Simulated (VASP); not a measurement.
HgTe:

```
Hg Te
1.0
     0.00000    3.21450    3.21450
     3.21450    0.00000    3.21450
     3.21450    3.21450    0.00000
Hg Te
1 1
Direct
  0.00000 0.00000 0.00000
  0.75000 0.75000 0.75000
```

* Program: VASP 6.6.1
* Task: relaxation of cell and atoms
* Functional: RPBE
* Potentials or basis: VASP PAW PBE potentials, release 64 (Hg, Te)
* Cutoff: 500 eV
* k mesh: 3 × 3 × 3
* Occupations: methfessel-paxton, width 0.2 eV
* Spin: no spin polarisation

At the start: pressure 7.8 GPa; volume 33.22 Å³/atom.

Where does the relaxation end?

Over 4 steps the energy falls by 137.2 meV/atom and the volume is 40.09 Å³/atom (+20.7 %); space group F-43m (No. 216, to 0.1 Å) before and after.

Step by step:
| step | energy change (eV) | largest force (eV/Å) | pressure (GPa) | volume (Å³) |
| --- | --- | --- | --- | --- |
| 1 | 0.0000 | 0.0000 | 7.79 | 66.43 |
| 2 | -0.2656 | 0.0000 | -0.88 | 83.19 |
| 3 | -0.2743 | 0.0000 | 0.07 | 79.90 |
| 4 | -0.2743 | 0.0000 | -0.02 | 80.18 |

Final structure:
```xyz
2
Lattice="0.0000 3.4225 3.4225 3.4225 0.0000 3.4225 3.4225 3.4225 0.0000" Properties=species:S:1:pos:R:3 pbc="T T T"
Hg    3.4225    6.8451    3.4225
Te    5.1338    5.1338    5.1338
```

Caveat: the k points lie up to 0.53 Å⁻¹ apart in the final cell; the volume moved by over 15 % at a fixed basis, so the end points are rough; the PAW data sets were made with another functional, which shifts forces and pressure a little.
